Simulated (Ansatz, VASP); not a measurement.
## MnO in VASP and in Ansatz

```
Mn O
1.0
     0.00000    2.22391    2.22391
     2.22391    0.00000    2.22391
     2.22391    2.22391    0.00000
Mn O
1 1
Direct
  0.00000 0.00000 0.00000
  0.50000 0.50000 0.50000
```

Alike in both runs: task relaxation of cell and atoms; functional RPBE; k mesh 10 × 10 × 10; occupations fermi-dirac, width 0.05 eV; collinear spin.

|  | VASP | Ansatz |
| --- | --- | --- |
| version | VASP 6.6.1 | Ansatz 0.2.0 |
| potentials or method | VASP PAW PBE potentials, release 64 (Mn_pv, O), cutoff 600 eV | all-electron LAPW, scalar-relativistic |

Ansatz gave:

- net moment per atom (μB): 2.46
- size of the moment on the site where the two differ most (μB): 0.23
- relaxed volume (Å³/atom): 11.56
- relaxed cell length with the largest relative difference (Å): 3.198

**Question.** Which values does VASP return?

**Answer.** net moment per atom (μB): 2.46; size of the moment on the site where the two differ most (μB): 0.20; relaxed volume (Å³/atom): 11.56; relaxed cell length with the largest relative difference (Å): 3.198.

VASP's potentials were made for PBE, not for RPBE. Site moments also hang on the region over which each program counts them. Ansatz ran all-electron here, and VASP with PAW potentials.
